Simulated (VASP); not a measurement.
# Ru: single point with r2SCAN

The system is Ru.

```
Ru
1.0
     2.72003    0.00000    0.00000
    -1.36001    2.35561    0.00000
     0.00000    0.00000    4.29677
Ru
2
Direct
  0.33333 0.66667 0.25000
  0.66667 0.33333 0.75000
```

- Program: VASP 6.6.1
- Task: single point
- Functional: r2SCAN
- Potentials or basis: VASP PAW PBE potentials, release 64 (Ru_pv)
- Cutoff: 520 eV
- k mesh: 18 × 18 × 10
- Occupations: gaussian, width 0.1 eV
- Spin: no spin polarisation
- Dipole correction: no
- Further INCAR settings: ALGO = Normal; EDIFF = 1e-06; NBANDS = 21

| Item | Value |
| --- | --- |
| Pressure | -5.1 GPa |
| Band gap on the k mesh | zero (band 14 reaches 13.99 eV, above the bottom of band 15 at 10.80 eV) |

Stress tensor (GPa, compression positive):
```
-4.96  0.00  0.00
 0.00 -4.96  0.00
 0.00  0.00 -5.51
```

Levels at points of the mesh, in eV from the Fermi level:
| k point | band 12 | band 13 | band 14 | band 15 | band 16 | band 17 |
| --- | --- | --- | --- | --- | --- | --- |
| (0.00, 0.00, 0.00) | -1.95 | -1.95 | -1.44 | -1.44 | 1.21 | 1.21 |
| (0.50, 0.00, 0.00) | -1.84 | -1.53 | 1.44 | 1.87 | 1.95 | 4.16 |
| (0.00, 0.00, 0.50) | -2.82 | -2.76 | -2.76 | 0.56 | 0.56 | 0.56 |
| (0.50, 0.00, 0.50) | -1.08 | 0.46 | 0.46 | 1.71 | 1.71 | 3.49 |

It took 5.9 min on 1 thread of Intel Xeon 6975P-C (shared host), peak memory 0.22 GiB.

Caveat: the PAW data sets were made with another functional, which shifts forces and pressure a little.
